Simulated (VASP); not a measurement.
# LaYN2 (P-3m1) in VASP: a series of runs

The runs below take LaYN2 through single point, relaxation of cell and atoms, with PBE.

Everything below comes from runs of VASP 6.6.1. Logs are shortened: lines on timing, memory, paths and dates and some standing lists are left out, and cuts for length are marked.

### Step 1. The cell of the first run

It takes space group P-3m1 (No. 164, trigonal). The conventional cell has a = 3.531 Å, b = 3.531 Å, c = 6.228 Å, α = 90.00°, β = 90.00°, γ = 120.00°. Within 3.5 Å of La (site symmetry -3m) lie 6 N at 2.62 Å and 2 Y at 3.11 Å. Within 3.3 Å of Y (site symmetry -3m) lie 6 N at 2.51 Å and 2 La at 3.11 Å. N (site symmetry 3m) has 3 Y at 2.51 Å and 3 La at 2.62 Å within 3.3 Å.

### Step 2. Single point, PBE

INCAR reads:

```
  PREC = Accurate
  ENCUT = 520
  EDIFF = 1E-6
  ISMEAR = 0
  SIGMA = 0.01
  LREAL = False
  LASPH = True
  NELM = 100
  ALGO = Normal
  ISIF = 2
  LWAVE = False
  LCHARG = True
  GGA = PE
  LELF = True
  LVHAR = True
  NBANDS = 24
```

KPOINTS reads:

```
regular mesh
0
Gamma
  12 12 6
```

POSCAR reads:

```
LaYN2
1.0
    3.5305488811      0.0000000000      0.0000000000
   -1.7652744405      3.0575450204      0.0000000000
    0.0000000000      0.0000000000      6.2281287626
La Y N
1 1 2
Direct
    0.0000000000      0.0000000000      0.5000000000
    0.0000000000      0.0000000000      0.0000000000
    0.3333333333      0.6666666667      0.7646220059
    0.6666666667      0.3333333333      0.2353779941
```

Potentials or basis: VASP PAW PBE potentials, release 64 (La, Y_sv, N).

Started as:

```bash
cat potpaw_PBE.64/La/POTCAR potpaw_PBE.64/Y_sv/POTCAR potpaw_PBE.64/N/POTCAR > POTCAR
mpirun -np 1 vasp_std > vasp.out
```

OUTCAR:

```text
PREC = Accurate
   ENCUT = 520
   EDIFF = 1E-6
   ISMEAR = 0
   LREAL = False
   LASPH = True
   NELM = 100
   ISIF = 2
   GGA = PE

 ion  position               nearest neighbor table
   1  0.000  0.000  0.500-   3 2.62   4 2.62   4 2.62   3 2.62   4 2.62   3 2.62   2 3.11   2 3.11

   2  0.000  0.000  0.000-   3 2.51   4 2.51   4 2.51   3 2.51   4 2.51   3 2.51   1 3.11   1 3.11

   3  0.333  0.667  0.765-   2 2.51   2 2.51   2 2.51   1 2.62   1 2.62   1 2.62
   4  0.667  0.333  0.235-   2 2.51   2 2.51   2 2.51   1 2.62   1 2.62   1 2.62

  LATTYP: Found a hexagonal cell.
 ALAT       =     3.5305488811
 C/A-ratio  =     1.7640681300

  Lattice vectors:

 A1 = (   3.5305488811,   0.0000000000,   0.0000000000)
 A2 = (  -1.7652744405,   3.0575450204,   0.0000000000)
 A3 = (   0.0000000000,   0.0000000000,   6.2281287626)

Analysis of symmetry for initial positions (statically):
=====================================================================
 Subroutine PRICEL returns:
 Original cell was already a primitive cell.

 Routine SETGRP: Setting up the symmetry group for a
 hexagonal supercell.

 Subroutine GETGRP returns: Found 12 space group operations
 (whereof 12 operations were pure point group operations)
 out of a pool of 24 trial point group operations.

The static configuration has the point symmetry D_3d.

Analysis of symmetry for dynamics (positions and initial velocities):
=====================================================================
 Subroutine PRICEL returns:
 Original cell was already a primitive cell.

 Routine SETGRP: Setting up the symmetry group for a
 hexagonal supercell.

 Subroutine GETGRP returns: Found 12 space group operations
 (whereof 12 operations were pure point group operations)
 out of a pool of 24 trial point group operations.

The dynamic configuration has the point symmetry D_3d.

 Subroutine INISYM returns: Found 12 space group operations
 (whereof 12 operations are pure point group operations),
 and found     1 'primitive' translations

----------------------------------------------------------------------------------------

                                     Primitive cell

  volume of cell :      67.2315

  direct lattice vectors                    reciprocal lattice vectors
     3.530548881  0.000000000  0.000000000     0.283242078  0.163529890  0.000000000
    -1.765274441  3.057545020  0.000000000     0.000000000  0.327059779  0.000000000
     0.000000000  0.000000000  6.228128763     0.000000000  0.000000000  0.160561870

  length of vectors
     3.530548881  3.530548881  6.228128763     0.327059779  0.327059779  0.160561870

  position of ions in fractional coordinates (direct lattice)
     0.000000000  0.000000000  0.500000000
     0.000000000  0.000000000  0.000000000
     0.333333333  0.666666667  0.764622006
     0.666666667  0.333333333  0.235377994

  ion indices of the primitive-cell ions
   primitive index   ion index
                 1           1
                 2           2
                 3           3
                 4           4

----------------------------------------------------------------------------------------

 KPOINTS: regular mesh

Automatic generation of k-mesh.
 Grid dimensions read from file:
 generate k-points for:   12   12    6

 Generating k-lattice:

  Cartesian coordinates                     Fractional coordinates (reciprocal lattice)
     0.023603506  0.013627491  0.000000000     0.083333333  0.000000000  0.000000000
     0.000000000  0.027254982  0.000000000     0.000000000  0.083333333  0.000000000
     0.000000000  0.000000000  0.026760312     0.000000000  0.000000000  0.166666667

  Length of vectors
     0.027254982  0.027254982  0.026760312

  Shift w.r.t. Gamma in fractional coordinates (k-lattice)
     0.000000000  0.000000000  0.000000000

 Subroutine IBZKPT returns following result:
 ===========================================

 Found    100 irreducible k-points:

 Following reciprocal coordinates:
            Coordinates               Weight
  0.000000  0.000000  0.000000      1.000000
  0.083333  0.000000  0.000000      6.000000
  0.166667  0.000000  0.000000      6.000000
  0.250000  0.000000  0.000000      6.000000
  0.333333  0.000000  0.000000      6.000000
  0.416667  0.000000  0.000000      6.000000
[... 16 lines left out ...]
  0.166667  0.000000  0.166667      6.000000
  0.000000  0.166667  0.166667      6.000000
 [... further k-points ...]
   k-points           NKPTS =    100   k-points in BZ     NKDIM =    100   number of bands    NBANDS=     24
   number of dos      NEDOS =    301   number of ions     NIONS =      4
   total plane-waves  NPLWV =  37632
   dimension x,y,z NGX =    28 NGY =   28 NGZ =   48
   dimension x,y,z NGXF=    56 NGYF=   56 NGZF=   96
   ions per type =               1   1   2
   NGX,Y,Z   is equivalent  to a cutoff of  13.18, 13.18, 12.81 a.u.
   NGXF,Y,Z  is equivalent  to a cutoff of  26.37, 26.37, 25.63 a.u.
 SYSTEM =  unknown system
   PREC   = accura    normal or accurate (medium, high low for compatibility)
   ISTART =      0    job   : 0-new  1-cont  2-samecut
   ICHARG =      2    charge: 1-file 2-atom 10-const
   ISPIN  =      1    spin polarized calculation?
   LNONCOLLINEAR =      F non collinear calculations
   LSORBIT =      F    spin-orbit coupling
   LASPH  =      T    aspherical Exc in radial PAW
   ENCUT  =  520.0 eV  38.22 Ry    6.18 a.u.   6.56  6.56 11.58*2*pi/ulx,y,z
   NELM   =    100;   NELMIN=  2; NELMDL= -5     # of ELM steps
   EDIFF  = 0.1E-05   stopping-criterion for ELM
   LREAL  =      F    real-space projection
   EDIFFG = 0.1E-04   stopping-criterion for IOM
   NSW    =      0    number of steps for IOM
   IBRION =     -1    ionic relax: 0-MD 1-quasi-New 2-CG
   NFREE  =      0    steps in history (QN), initial steepest desc. (CG)
   ISIF   =      2    stress and relaxation
   ISYM   =      2    0-nonsym 1-usesym 2-fastsym
   POTIM  = 0.5000    time-step for ionic-motion
   TEBEG  =    0.0;   TEEND  =   0.0 temperature during run
   PSTRESS=    0.0 pullay stress
   NELECT =      32.0000    total number of electrons
   NUPDOWN=      -1.0000    fix difference up-down
   EMIN   =  10.00;   EMAX   =-10.00  energy-range for DOS
   EFERMI =   0.00;   METHOD = LEGACY
   ISMEAR =     0;   SIGMA  =   0.01  broadening in eV -4-tet -1-fermi 0-gaus
   EFERMI_NEDOS =   21; number of points for ismear=-14 and -15
   IALGO  =     38    algorithm
   IMIX   =      4    mixing-type and parameters
     AMIX     =   0.40;   BMIX     =  1.00
     AMIX_MAG =   1.60;   BMIX_MAG =  1.00
  volume/ion in A,a.u.               =      16.81       113.43
  Fermi-wavevector in a.u.,A,eV,Ry     =   1.278205  2.415458 22.229317  1.633809
  Thomas-Fermi vector in A             =   2.410761
   LORBIT       =      0    0 simple, 1 ext, 2 COOP (PROOUT), +10 PAW based schemes
   GGA     = PE    functional components
   LHFCALC =     F    Hartree Fock is set to
   AEXX    =    0.0000 exact exchange contribution
   IVDW    =     0    specifies the selected vdW correction
   LEPSILON=     F    determine dielectric tensor
   LRPA    =     F    only Hartree local field effects (RPA)
 non-spin polarized calculation
 Gauss-broadening in eV      SIGMA  =   0.01
  energy-cutoff  :      520.00
  volume of cell :       67.23
 maximum number of plane-waves:      1865
 NGX is ok and might be reduce to    28
   NGX = 13   NGY = 13   NGZ = 23

 number of electron      32.0000001 magnetization

 Free energy of the ion-electron system (eV)
  ---------------------------------------------------
  ext. energy  EPLUGINS =         0.00000000
  ---------------------------------------------------
  free energy    TOTEN  =       -32.66893483 eV

  energy without entropy =      -32.66893483  energy(sigma->0) =      -32.66893483

 E-fermi :   6.4320     XC(G=0): -10.8284

 val. band max:        6.3965188830   @ k =   0.3333   0.3333   0.0000
 cond. band min:       6.4665606194   @ k =   0.0000   0.0000   0.0000
 fundamental gap:      0.0700417364
 Fermi energy:         6.4320208178

 k-point     1 :       0.0000    0.0000    0.0000
  band No.  band energies     occupation
      1     -35.1239      2.00000
      2     -25.2441      2.00000
      3     -15.5387      2.00000
      4     -14.8264      2.00000
      5     -14.8264      2.00000
      6      -9.6063      2.00000
[... 16 lines left out ...]
     23      10.0319      0.00000
     24      10.0319      0.00000

 k-point     2 :       0.0833    0.0000    0.0000
  band No.  band energies     occupation
      1     -35.1201      2.00000
      2     -25.2262      2.00000
      3     -15.5264      2.00000
      4     -14.8702      2.00000
      5     -14.8350      2.00000
      6      -9.5691      2.00000
[... 16 lines left out ...]
     23      10.0317      0.00000
     24      10.0643      0.00000

 k-point     3 :       0.1667    0.0000    0.0000
  band No.  band energies     occupation
      1     -35.1098      2.00000
      2     -25.1768      2.00000
      3     -15.4927      2.00000
      4     -14.9872      2.00000
      5     -14.8584      2.00000
      6      -9.4637      2.00000
[... 16 lines left out ...]
     23      10.1029      0.00000
     24      10.2189      0.00000

 k-point     4 :       0.2500    0.0000    0.0000
  band No.  band energies     occupation
      1     -35.0958      2.00000
      2     -25.1080      2.00000
      3     -15.4467      2.00000
      4     -15.1414      2.00000
      5     -14.8900      2.00000
      6      -9.4044      2.00000
[... 16 lines left out ...]
     23      10.1616      0.00000
     24      10.3600      0.00000

 k-point     5 :       0.3333    0.0000    0.0000
  band No.  band energies     occupation
      1     -35.0817      2.00000
      2     -25.0376      2.00000
      3     -15.4034      2.00000
      4     -15.2870      2.00000
      5     -14.9214      2.00000
      6      -9.8384      2.00000
[... 16 lines left out ...]
     23      10.1581      0.00000
     24      10.3976      0.00000

 k-point     6 :       0.4167    0.0000    0.0000
  band No.  band energies     occupation
      1     -35.0713      2.00000
      2     -24.9849      2.00000
      3     -15.4141      2.00000
      4     -15.3478      2.00000
      5     -14.9442      2.00000
      6     -10.1537      2.00000
[... 16 lines left out ...]
     23      10.1972      0.00000
     24      10.3585      0.00000
[... 379 lines left out ...]
 k-point    21 :       0.0833    0.0000    0.1667
  band No.  band energies     occupation
      1     -35.1200      2.00000
      2     -25.2283      2.00000
      3     -15.4968      2.00000
      4     -14.8700      2.00000
      5     -14.8348      2.00000
      6      -9.6718      2.00000
[... 16 lines left out ...]
     23      10.0307      0.00000
     24      10.1185      0.00000

 k-point    22 :       0.0000    0.0833    0.1667
  band No.  band energies     occupation
      1     -35.1200      2.00000
      2     -25.2283      2.00000
      3     -15.4968      2.00000
      4     -14.8700      2.00000
      5     -14.8348      2.00000
      6      -9.6718      2.00000
[... 16 lines left out ...]
     23      10.1205      0.00000
     24      10.1356      0.00000

 k-point    23 :       0.1667    0.0000    0.1667
  band No.  band energies     occupation
      1     -35.1098      2.00000
      2     -25.1788      2.00000
      3     -15.4647      2.00000
      4     -14.9869      2.00000
      5     -14.8582      2.00000
      6      -9.5568      2.00000
[... 16 lines left out ...]
     23      10.1210      0.00000
     24      10.1994      0.00000

 k-point    24 :       0.0000    0.1667    0.1667
  band No.  band energies     occupation
      1     -35.1098      2.00000
      2     -25.1788      2.00000
      3     -15.4645      2.00000
      4     -14.9871      2.00000
      5     -14.8582      2.00000
      6      -9.5557      2.00000
[... 16 lines left out ...]
     23      10.1709      0.00000
     24      10.3503      0.00000

 [... further k-points ...]

------------------------ aborting loop because EDIFF is reached ----------------------------------------

  FORCE on cell =-STRESS in cart. coord.  units (eV):
  Direction    XX          YY          ZZ          XY          YZ          ZX
  --------------------------------------------------------------------------------------
  -------------------------------------------------------------------------------------
  Total       -0.0519686     -0.0519686     -0.0565492     -0.0000000      0.0000000      0.0000000
  in kB       -1.2384508     -1.2384508     -1.3476109     -0.0000000      0.0000000      0.0000000
  external PRESSURE =      -1.2748375 kB  Pullay stress =       0.0000000 kB

 VOLUME and BASIS-vectors are now :
 -----------------------------------------------------------------------------
  energy-cutoff  :      520.00
  volume of cell :       67.23
      direct lattice vectors                 reciprocal lattice vectors
     3.530548881  0.000000000  0.000000000     0.283242078  0.163529890  0.000000000
    -1.765274441  3.057545020  0.000000000     0.000000000  0.327059779  0.000000000
     0.000000000  0.000000000  6.228128763     0.000000000  0.000000000  0.160561870

 POSITION                                       TOTAL-FORCE (eV/Angst)
 -----------------------------------------------------------------------------------
      0.00000      0.00000      3.11406         0.000000      0.000000      0.000000
      0.00000      0.00000      0.00000         0.000000      0.000000      0.000000
     -0.00000      2.03836      4.76216         0.000000     -0.000000     -0.015870
      1.76527      1.01918      1.46596        -0.000000      0.000000      0.015870
 -----------------------------------------------------------------------------------
    total drift:                                0.000000     -0.000000      0.000000

  FREE ENERGIE OF THE ION-ELECTRON SYSTEM (eV)
  ---------------------------------------------------
  free  energy   TOTEN  =       -32.6689348311 eV

  energy  without entropy=      -32.6689348310  energy(sigma->0) =      -32.66893483
```

It took 1.8 min on 1 thread of Intel Xeon Platinum 8488C (Sapphire Rapids), shared host; peak memory 0.35 GiB.

Results:

- Free energy: -32.6689 eV
- Pressure: -0.1 GPa
- Largest force: 0.016 eV/Å
- Band gap on the k mesh: 0.07 eV, indirect (least direct gap 0.36 eV)

Forces on the atoms (eV/Å):
```
La   0.000  0.000  0.000
Y    0.000  0.000  0.000
N    0.000  0.000 -0.016
N    0.000  0.000  0.016
```

Caveat: spin-orbit coupling is left out, which moves the levels of the heavy elements. A k mesh can miss the band edges.

### Step 3. Relaxation of cell and atoms, PBE

INCAR reads:

```
SYSTEM = LaYN2
PREC = Accurate ; ENCUT = 600
EDIFF = 1E-6 ; ISMEAR = 0
SIGMA = 0.01 ; LREAL = .False.
LASPH = .True. ; NELM = 100
ALGO = Normal ; ISIF = 3
LWAVE = .False. ; LCHARG = .False.
GGA = PE ; IBRION = 2
NSW = 100 ; EDIFFG = -0.01
```

KPOINTS reads:

```
regular mesh
0
Gamma
  12 12 6
  0 0 0
```

POSCAR reads:

```
LaYN2
1.0
    3.5290052413      0.0000000000      0.0000000000
   -1.7645026206      3.0562081890      0.0000000000
    0.0000000000      0.0000000000      6.2283831499
La Y N
1 1 2
Direct
    0.0000000000      0.0000000000      0.5000000000
    0.0000000000      0.0000000000      0.0000000000
    0.3333333333      0.6666666667      0.7646284107
    0.6666666667      0.3333333333      0.2353715893
```

Potentials or basis: VASP PAW PBE potentials, release 64 (La, Y_sv, N).

Started as:

```bash
cat potpaw_PBE.64/La/POTCAR potpaw_PBE.64/Y_sv/POTCAR potpaw_PBE.64/N/POTCAR > POTCAR
mpirun -np 1 vasp_std > vasp.out
```

Run time: 3.3 min. Hardware: 1 thread of Intel Xeon Platinum 8488C (Sapphire Rapids), shared host; peak memory 0.38 GiB.

Results (log left out):

- Free energy: -32.6725 eV
- Relaxed volume: 16.78 Å³/atom
- Relaxed cell: a = 3.528 Å, b = 3.528 Å, c = 6.225 Å, α = 90.00°, β = 90.00°, γ = 120.00°
- Space group after relaxing (to 0.05 Å): P-3m1 (No. 164)
- Energy gained by relaxing: 0.0 meV/atom
- Ionic steps: 3
- Pressure after relaxing: 0.0 GPa
- Largest force after relaxing: 0.008 eV/Å
- Band gap on the k mesh: 0.07 eV, indirect (least direct gap 0.36 eV)

Forces on the atoms (eV/Å):
```
La   0.000  0.000  0.000
Y    0.000  0.000  0.000
N    0.000  0.000 -0.008
N    0.000  0.000  0.008
```

Final structure:
```xyz
4
Lattice="3.5284 0.0000 0.0000 -1.7642 3.0557 0.0000 0.0000 0.0000 6.2246" Properties=species:S:1:pos:R:3 pbc="T T T"
La    0.0000    0.0000    3.1123
Y     0.0000    0.0000    6.2246
N     0.0000    2.0371    4.7591
N     1.7642    1.0186    1.4655
```

Levels at points of the mesh, in eV from the valence-band top:
| k point | band 14 | band 15 | band 16 | band 17 | band 18 | band 19 |
| --- | --- | --- | --- | --- | --- | --- |
| (0.00, 0.00, 0.00) | -0.50 | -0.29 | -0.29 | 0.07 | 2.86 | 3.13 |
| (0.50, 0.00, 0.00) | -1.21 | -0.36 | -0.30 | 0.24 | 2.93 | 3.32 |
| (0.00, 0.00, 0.50) | -1.40 | -1.13 | -1.13 | 2.33 | 2.58 | 2.88 |
| (0.50, 0.00, 0.50) | -1.37 | -1.29 | -1.29 | 1.52 | 2.35 | 3.29 |

Caveat: spin-orbit coupling is left out, which moves the levels of the heavy elements. A k mesh can miss the band edges.

### Step 4. Single point, PBE

INCAR reads:

```
SYSTEM = LaYN2
PREC = Accurate
ENCUT = 520
EDIFF = 1E-6
ISMEAR = 0
SIGMA = 0.01
LREAL = .False.
LASPH = .True.
NELM = 100
ALGO = Normal
ISIF = 2
LWAVE = .False.
LCHARG = .True.
GGA = PE
LELF = .True.
LVHAR = .True.
NBANDS = 24
```

KPOINTS is that of step 3.

POSCAR reads:

```
LaYN2
1.0
    3.5305488811      0.0000000000      0.0000000000
   -1.7652744405      3.0575450204      0.0000000000
    0.0000000000      0.0000000000      6.2281287626
La Y N
1 1 2
Direct
    0.0000000000      0.0000000000      0.5000000000
    0.0000000000      0.0000000000      0.0000000000
    0.3333333333      0.6666666667      0.7646220059
    0.6666666667      0.3333333333      0.2353779941
```

Started as:

```bash
cat potpaw_PBE.64/La/POTCAR potpaw_PBE.64/Y_sv/POTCAR potpaw_PBE.64/N/POTCAR > POTCAR
mpirun -np 1 vasp_std > vasp.out
```

It took 1.8 min on 1 thread of Intel Xeon Platinum 8488C (Sapphire Rapids), shared host; peak memory 0.35 GiB.

It converged, with:

```yaml
Free_energy: -32.6689 eV
Pressure: -0.1 GPa
Largest_force: 0.016 eV/Å
Band_gap_on_the_k_mesh: 0.07 eV, indirect (least direct gap 0.36 eV)
```

Forces on the atoms (eV/Å):
```
La   0.000  0.000  0.000
Y    0.000  0.000  0.000
N    0.000  0.000 -0.016
N    0.000  0.000  0.016
```

Levels at points of the mesh, in eV from the valence-band top:
| k point | band 12 | band 13 | band 14 | band 15 | band 16 | band 17 | band 18 | band 19 | band 20 | band 21 |
| --- | --- | --- | --- | --- | --- | --- | --- | --- | --- | --- |
| (0.00, 0.00, 0.00) | -1.97 | -1.97 | -0.49 | -0.29 | -0.29 | 0.07 | 2.86 | 3.13 | 3.13 | 3.50 |
| (0.50, 0.00, 0.00) | -2.70 | -2.17 | -1.21 | -0.36 | -0.30 | 0.25 | 2.93 | 3.31 | 3.35 | 3.54 |
| (0.00, 0.00, 0.50) | -1.99 | -1.39 | -1.39 | -1.12 | -1.12 | 2.33 | 2.58 | 2.87 | 3.30 | 3.30 |
| (0.50, 0.00, 0.50) | -2.38 | -1.90 | -1.36 | -1.29 | -1.28 | 1.52 | 2.35 | 3.28 | 3.34 | 3.62 |

Caveat: spin-orbit coupling is left out, which moves the levels of the heavy elements. A k mesh can miss the band edges.
